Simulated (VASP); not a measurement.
# Sb in VASP: single point with PBEsol

Aim: the single point of Sb with PBEsol.

All numbers are computed with VASP 6.6.1; they aren't measurements. Logs are shortened: lines on timing, memory, paths and dates and some standing lists are left out, and cuts for length are marked.

## Step 1: The cell of the first run

The cell holds a sheet with vacuum, 2 atoms: a = 4.042 Å, b = 4.042 Å, c = 27.100 Å, α = 90.00°, β = 90.00°, γ = 120.00°.

## Step 2: Single point, PBEsol

File INCAR:

```
SYSTEM = Sb
ALGO     = Normal         ! electronic algorithm
DIPOL    = 0.5 0.5 0.289
EDIFF    = 1E-6           ! SCF threshold, eV
ENCUT    = 400            ! plane-wave cutoff, eV
GGA      = PS             ! functional
GGA_COMPAT= .FALSE.      
IDIPOL   = 3            
ISIF     = 2              ! what is computed and relaxed
ISMEAR   = 0              ! smearing method
LASPH    = .TRUE.         ! aspherical terms in the spheres
LCHARG   = .TRUE.         ! write CHGCAR
LDIPOL   = .TRUE.       
LELF     = .TRUE.         ! ELF
LREAL    = .FALSE.        ! projectors in reciprocal space
LVACPOTAV= .TRUE.       
LVHAR    = .TRUE.       
LWAVE    = .FALSE.        ! write WAVECAR
NBANDS   = 12             ! bands
NELM     = 120            ! most SCF steps
NELMDL   = -8           
PREC     = Accurate       ! precision mode
SIGMA    = 0.03           ! smearing width, eV
```

File KPOINTS:

```
k-points
0
G
  12 12 1
  0 0 0
```

File POSCAR:

```
Sb
1.0
    4.0418343944      0.0000000000      0.0000000000
   -2.0209171972      3.5003312635      0.0000000000
    0.0000000000      0.0000000000     27.1000000030
Sb
2
Direct
    0.3333333333      0.6666666667      0.2585835369
    0.6666666667      0.3333333333      0.3189072380
```

Potentials or basis: VASP PAW PBE potentials, release 64 (Sb).

Started as:

```bash
$ cat potpaw_PBE.64/Sb/POTCAR > POTCAR
$ mpirun -np 1 vasp_std > vasp.out
```

OUTCAR:

```text
SYSTEM = Sb
   EDIFF = 1E-6
   ENCUT = 400
   GGA = PS
   ISIF = 2
   ISMEAR = 0
   LASPH = .TRUE.
   LREAL = .FALSE.
   NELM = 120
   NELMDL = -8
   PREC = Accurate

 ion  position               nearest neighbor table
   1  0.333  0.667  0.259-   2 2.85   2 2.85   2 2.85
   2  0.667  0.333  0.319-   1 2.85   1 2.85   1 2.85

  LATTYP: Found a hexagonal cell.
 ALAT       =     4.0418343944
 C/A-ratio  =     6.7048763899

  Lattice vectors:

 A1 = (   4.0418343944,   0.0000000000,   0.0000000000)
 A2 = (  -2.0209171972,   3.5003312635,   0.0000000000)
 A3 = (   0.0000000000,   0.0000000000,  27.1000000030)

Analysis of symmetry for initial positions (statically):
=====================================================================
 Subroutine PRICEL returns:
 Original cell was already a primitive cell.

 Routine SETGRP: Setting up the symmetry group for a
 hexagonal supercell.

 Subroutine GETGRP returns: Found 12 space group operations
 (whereof  6 operations were pure point group operations)
 out of a pool of 24 trial point group operations.

The static configuration has the point symmetry C_3v.
 The point group associated with its full space group is D_3d.

Analysis of symmetry for dynamics (positions and initial velocities):
=====================================================================
 Subroutine PRICEL returns:
 Original cell was already a primitive cell.

 Routine SETGRP: Setting up the symmetry group for a
 hexagonal supercell.

 Subroutine GETGRP returns: Found 12 space group operations
 (whereof  6 operations were pure point group operations)
 out of a pool of 24 trial point group operations.

The dynamic configuration has the point symmetry C_3v.
 The point group associated with its full space group is D_3d.

 Subroutine INISYM returns: Found 12 space group operations
 (whereof  6 operations are pure point group operations),
 and found     1 'primitive' translations

----------------------------------------------------------------------------------------

                                     Primitive cell

  volume of cell :     383.4043

  direct lattice vectors                    reciprocal lattice vectors
     4.041834394  0.000000000  0.000000000     0.247412413  0.142843623  0.000000000
    -2.020917197  3.500331264  0.000000000     0.000000000  0.285687246  0.000000000
     0.000000000  0.000000000 27.100000003     0.000000000  0.000000000  0.036900369

  length of vectors
[... 90 lines left out ...]
   EFERMI =   0.00;   METHOD = LEGACY
   ISMEAR =     0;   SIGMA  =   0.03  broadening in eV -4-tet -1-fermi 0-gaus
   EFERMI_NEDOS =   21; number of points for ismear=-14 and -15
   IALGO  =     38    algorithm
   IMIX   =      4    mixing-type and parameters
     AMIX     =   0.40;   BMIX     =  1.00
     AMIX_MAG =   1.60;   BMIX_MAG =  1.00
  volume/ion in A,a.u.               =     191.70      1293.67
  Fermi-wavevector in a.u.,A,eV,Ry     =   0.485500  0.917462  3.207032  0.235710
  Thomas-Fermi vector in A             =   1.485759
   LORBIT       =      0    0 simple, 1 ext, 2 COOP (PROOUT), +10 PAW based schemes
   GGA     = PS    functional components
   LHFCALC =     F    Hartree Fock is set to
   AEXX    =    0.0000 exact exchange contribution
   IVDW    =     0    specifies the selected vdW correction
   LEPSILON=     F    determine dielectric tensor
   LRPA    =     F    only Hartree local field effects (RPA)
 non-spin polarized calculation
 Gauss-broadening in eV      SIGMA  =   0.03
  energy-cutoff  :      400.00
  volume of cell :      383.40
 maximum number of plane-waves:      7073
 NGX is ok and might be reduce to    28
   NGX = 13   NGY = 13   NGZ = 89

 number of electron      10.0000000 magnetization

 dipolmoment           0.000000      0.000000      0.000000 electrons x Angstroem

 number of electron       9.9999999 magnetization

 dipolmoment           0.000000      0.000000     -0.000000 electrons x Angstroem

 Free energy of the ion-electron system (eV)
  ---------------------------------------------------
  ext. energy  EPLUGINS =         0.00000000
  ---------------------------------------------------
  free energy    TOTEN  =        -8.73399181 eV

  energy without entropy =       -8.73399181  energy(sigma->0) =       -8.73399181

 E-fermi :  -2.8806     XC(G=0):  -2.0279

 val. band max:       -3.0200057858   @ k =   0.0000   0.0000   0.0000
 cond. band min:      -1.8626057943   @ k =   0.3333  -0.0000   0.0000
 fundamental gap:      1.1573999915
 Fermi energy:        -2.8805858539

 k-point     1 :       0.0000    0.0000    0.0000
  band No.  band energies     occupation
      1     -14.6789      2.00000
      2      -9.4591      2.00000
      3      -3.7884      2.00000
      4      -3.0200      2.00000
      5      -3.0200      2.00000
      6      -1.3633      0.00000
      7      -0.1834      0.00000
      8      -0.1834      0.00000
      9       1.2839      0.00000
     10       1.5623      0.00000
     11       1.9524      0.00000
     12       2.2185      0.00000
[... 256 lines left out ...]
 k-point    19 :       0.3333    0.3333    0.0000
  band No.  band energies     occupation
      1     -11.6814      2.00000
      2     -11.6814      2.00000
      3      -6.8362      2.00000
      4      -4.9589      2.00000
      5      -4.9589      2.00000
      6      -1.7018      0.00000
      7       0.5617      0.00000
      8       0.5617      0.00000
      9       3.5650      0.00000
     10       4.3779      0.00000
     11       4.3779      0.00000
     12       4.7648      0.00000

------------------------ aborting loop because EDIFF is reached ----------------------------------------

  FORCE on cell =-STRESS in cart. coord.  units (eV):
  Direction    XX          YY          ZZ          XY          YZ          ZX
  --------------------------------------------------------------------------------------
  -------------------------------------------------------------------------------------
  Total        0.0832338      0.0832338      0.1908804     -0.0000000      0.0000000     -0.0000000
  in kB        0.3478189      0.3478189      0.7976549     -0.0000000      0.0000000     -0.0000000
  external PRESSURE =       0.4977643 kB  Pullay stress =       0.0000000 kB

 VOLUME and BASIS-vectors are now :
 -----------------------------------------------------------------------------
  energy-cutoff  :      400.00
  volume of cell :      383.40
      direct lattice vectors                 reciprocal lattice vectors
     4.041834394  0.000000000  0.000000000     0.247412413  0.142843623  0.000000000
    -2.020917197  3.500331264  0.000000000     0.000000000  0.285687246  0.000000000
     0.000000000  0.000000000 27.100000003     0.000000000  0.000000000  0.036900369

 POSITION                                       TOTAL-FORCE (eV/Angst)
 -----------------------------------------------------------------------------------
     -0.00000      2.33355      7.00761        -0.000000      0.000000     -0.120146
      2.02092      1.16678      8.64239         0.000000     -0.000000      0.120146
 -----------------------------------------------------------------------------------
    total drift:                               -0.000000      0.000000     -0.000004

  FREE ENERGIE OF THE ION-ELECTRON SYSTEM (eV)
  ---------------------------------------------------
  free  energy   TOTEN  =        -8.7339918132 eV

  energy  without entropy=       -8.7339918132  energy(sigma->0) =       -8.73399181

 vacuum level on the upper side and lower side of the slab         1.789         1.789
```

stdout:

```text
POSCAR found type information on POSCAR Sb
 POSCAR found :  1 types and       2 ions
 scaLAPACK will be used
 -----------------------------------------------------------------------------
|                                                                             |
[... 23 lines left out ...]
|     field-free region was found. Please increase the size of  your cell     |
|     in the dimension of the dipole correction to obtain accurate            |
|     workfunction values.                                                    |
|                                                                             |
 -----------------------------------------------------------------------------
```

It took 82 s on 1 thread of Intel Xeon Platinum 8375C at 2.90GHz (Ice Lake), shared host; peak memory 0.34 GiB.

Results:

* Free energy: -8.7340 eV
* Largest force: 0.120 eV/Å
* Band gap on the k mesh: 1.16 eV, indirect (least direct gap 1.66 eV)

Forces on the atoms (eV/Å):
```
Sb   0.000  0.000 -0.120
Sb   0.000  0.000  0.120
```

Levels at points of the mesh, in eV from the valence-band top:
| k point | band 1 | band 2 | band 3 | band 4 | band 5 | band 6 | band 7 | band 8 | band 9 | band 10 |
| --- | --- | --- | --- | --- | --- | --- | --- | --- | --- | --- |
| (0.00, 0.00, 0.00) | -11.66 | -6.44 | -0.77 | 0.00 | 0.00 | 1.66 | 2.84 | 2.84 | 4.30 | 4.58 |
| (0.50, 0.00, 0.00) | -9.60 | -7.95 | -3.15 | -1.67 | -1.63 | 1.53 | 2.34 | 3.60 | 4.96 | 6.89 |

Caveat: the PAW data sets were made with another functional, which shifts forces and pressure a little; spin-orbit coupling is left out, which moves the levels of the heavy elements.
